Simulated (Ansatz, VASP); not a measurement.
# One calculation of InO2, two programs

```
In O
1.0
     0.00000    2.64884    2.64884
     2.64884    0.00000    2.64884
     2.64884    2.64884    0.00000
In O
1 2
Direct
  0.00000 0.00000 0.00000
  0.25000 0.25000 0.25000
  0.50000 0.50000 0.50000
```

Alike in both runs: functional PBE; k mesh 16 × 16 × 16; occupations gaussian, width 0.1 eV; collinear spin.

Ansatz relaxed the structure, and its values are those at the end. VASP's run is a single point on that final structure, the one shown.

|  | VASP | Ansatz |
| --- | --- | --- |
| version | VASP 6.6.1 | Ansatz 0.2.0 |
| potentials or method | VASP PAW PBE potentials, release 64 (In_d, O), cutoff 520 eV | scalar-relativistic, plane waves, PAW |
| valence electrons in the cell | 25 | 25 |

Ansatz gave:

| Quantity | Value |
| --- | --- |
| gap on the k mesh at the Fermi level (eV) | none |
| pressure (GPa) | 0.0 |
| net moment per atom (μB) | 0.34 |
| size of the moment on the site where the two differ most (μB) | 0.69 |

Q: What did VASP give for the same quantities?

A: gap on the k mesh at the Fermi level (eV): none; pressure (GPa): 0.1; net moment per atom (μB): 0.34; size of the moment on the site where the two differ most (μB): 0.61.

Site moments also hang on the region over which each program counts them. A gap of «none» marks a metal or a gap that the smearing closes. The functional is the same, so the differences come from potentials, cutoffs and numerics.
